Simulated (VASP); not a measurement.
A run of VASP 6.6.1:

File POSCAR:

```
InSb2
1.0
    6.7980757335      0.0000000000      0.0000000000
    0.0000000000      6.7980757335      0.0000000000
    0.0000000000      0.0000000000      4.4122686854
In Sb
2 4
Direct
    0.0000000000      0.0000000000      0.0000000000
    0.5000000000      0.5000000000      0.5000000000
    0.3067568818      0.3067568818      0.0000000000
    0.1932431182      0.8067568818      0.5000000000
    0.6932431182      0.6932431182      0.0000000000
    0.8067568818      0.1932431182      0.5000000000
```

File INCAR.step1:

```
PREC = Accurate ; ENCUT = 520
ISMEAR = 0 ; SIGMA = 0.1
LREAL = F ; LASPH = T
NELM = 100 ; NBANDS = 32
GGA = PE ; ALGO = Normal
EDIFF = 1E-4 ; LWAVE = T
LCHARG = F
```

The input INCAR.step2:

```
PREC = Accurate ; ENCUT = 520
EDIFF = 1E-7 ; ISMEAR = 0
SIGMA = 0.1 ; LREAL = F
LASPH = T ; NELM = 100
ALGO = Normal ; ISIF = 2
LWAVE = F ; LCHARG = F
METAGGA = R2SCAN ; LMIXTAU = T
NBANDS = 32 ; ISTART = 1
```

File KPOINTS:

```
regular mesh
0
Gamma
  4 4 4
```

Potentials or basis: VASP PAW PBE potentials, release 64 (In_d, Sb).

Launch:

```console
$ cat potpaw_PBE.64/In_d/POTCAR potpaw_PBE.64/Sb/POTCAR > POTCAR
$ cp INCAR.step1 INCAR
$ mpirun -np 1 vasp_std > vasp.out
$ cp INCAR.step2 INCAR
$ mpirun -np 1 vasp_std > vasp.out
```

Hardware: 1 thread of Intel(R) Xeon(R) 6975P-C (Granite Rapids), on a shared host.

Task: How long does it take, and how much memory?

Result: Run time: 9.7 min on 1 thread of Intel(R) Xeon(R) 6975P-C (Granite Rapids), on a shared host, peak memory 0.41 GiB. Counts: k points 18.
